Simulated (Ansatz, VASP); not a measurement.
## SiC in VASP and in Ansatz

```
CELL_PARAMETERS angstrom
3.01756 0.00000 0.00000
-1.50878 2.61329 0.00000
0.00000 0.00000 14.80666
ATOMIC_POSITIONS crystal
Si 0.00000 0.00000 0.12504
Si 0.00000 0.00000 0.62504
Si 0.33333 0.66667 0.29189
Si 0.66667 0.33333 0.79175
Si 0.33333 0.66667 0.95837
Si 0.66667 0.33333 0.45825
C 0.00000 0.00000 0.99676
C 0.00000 0.00000 0.50261
C 0.33333 0.66667 0.16956
C 0.66667 0.33333 0.66410
C 0.33333 0.66667 0.83613
C 0.66667 0.33333 0.33050
```

Change from the starting cell: mode 32 frozen in at -0.044 Å, equal normal strain along x, y and z -0.0250.

Alike in both runs: task single point; functional PBE; k mesh 12 × 12 × 2; occupations gaussian, width 0.05 eV; no spin polarisation.

|  | VASP | Ansatz |
| --- | --- | --- |
| version | VASP 6.6.1 | Ansatz 0.2.0 |
| potentials or method | VASP PAW PBE potentials, release 64 (Si, C), cutoff 520 eV | scalar-relativistic, plane waves, PAW |
| valence electrons in the cell | 48 | 48 |

Ansatz gave:

* gap on the k mesh at the Fermi level (eV): 1.98
* least direct gap on the mesh (eV): 3.10
* pressure (GPa): 19.2
* traceless stress, the component that is largest in VASP (GPa): 0.27
* rms of the force components (eV/Å): 0.597

Task: Estimate VASP's values.

Result: gap on the k mesh at the Fermi level (eV): 1.98; least direct gap on the mesh (eV): 3.10; pressure (GPa): 19.1; traceless stress, the component that is largest in VASP (GPa): 0.28; rms of the force components (eV/Å): 0.596.

Atom by atom the forces differ by 0.002 eV/Å (rms over components).
